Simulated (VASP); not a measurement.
Input of a VASP 6.6.1 run:

The input INCAR:

```
SYSTEM = K
  PREC = Accurate
  ENCUT = 520
  EDIFF = 1E-6
  ISMEAR = 0
  SIGMA = 0.15
  LREAL = .FALSE.
  LASPH = .TRUE.
  NELM = 100
  ALGO = Normal
  ISIF = 2
  LWAVE = .FALSE.
  LCHARG = .TRUE.
  GGA = PE
  IVDW = 12
  LELF = .TRUE.
  LVHAR = .TRUE.
  NBANDS = 10
```

File KPOINTS:

```
Automatic mesh
0
G
  12 12 12
  0 0 0
```

File POSCAR:

```
K
1.0
    0.0000000000      3.2901166335      3.2901166335
    3.2901166335      0.0000000000      3.2901166335
    3.2901166335      3.2901166335      0.0000000000
K
1
Direct
    0.0000000000      0.0000000000      0.0000000000
```

Potentials or basis: VASP PAW PBE potentials, release 64 (K_sv).

Launch:

```console
$ cat potpaw_PBE.64/K_sv/POTCAR > POTCAR
$ mpirun -np 1 vasp_std > vasp.out
```

What does it give for the dispersion energy per atom?

-0.117 eV.

What does it give for the pressure?

-0.1 GPa.

Caveat: the cell differs from its parent crystal (strain -0.030 along x and y, -0.030 along z).
